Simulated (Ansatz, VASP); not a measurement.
Ti: VASP beside Ansatz

```
CELL_PARAMETERS angstrom
4.51403 0.00000 0.00000
-2.25701 3.90926 0.00000
0.00000 0.00000 2.79894
ATOMIC_POSITIONS crystal
Ti 0.00000 0.00000 0.00000
Ti 0.33333 0.66667 0.50000
Ti 0.66667 0.33333 0.50000
```

Alike in both runs: functional PBEsol; k mesh 12 × 12 × 14; occupations gaussian, width 0.1 eV; no spin polarisation.

Ansatz relaxed the structure, and its values are those at the end. VASP's run is a single point on that final structure, the one shown.

|  | VASP | Ansatz |
| --- | --- | --- |
| version | VASP 6.6.1 | Ansatz 0.2.0 |
| potentials or method | VASP PAW PBE potentials, release 64 (Ti_sv), cutoff 520 eV | scalar-relativistic, plane waves, PAW |
| valence electrons in the cell | 36 | 36 |

|  | VASP | Ansatz | Ansatz less VASP |
| --- | --- | --- | --- |
| gap on the k mesh at the Fermi level (eV) | none | none | - |
| pressure (GPa) | -0.3 | 0.0 | +0.29 |

VASP's potentials were made for PBE, not for PBEsol, and Ansatz warns of the same on its side. A gap of «none» marks a metal or a gap that the smearing closes. The functional is the same, so the differences come from potentials, cutoffs and numerics.
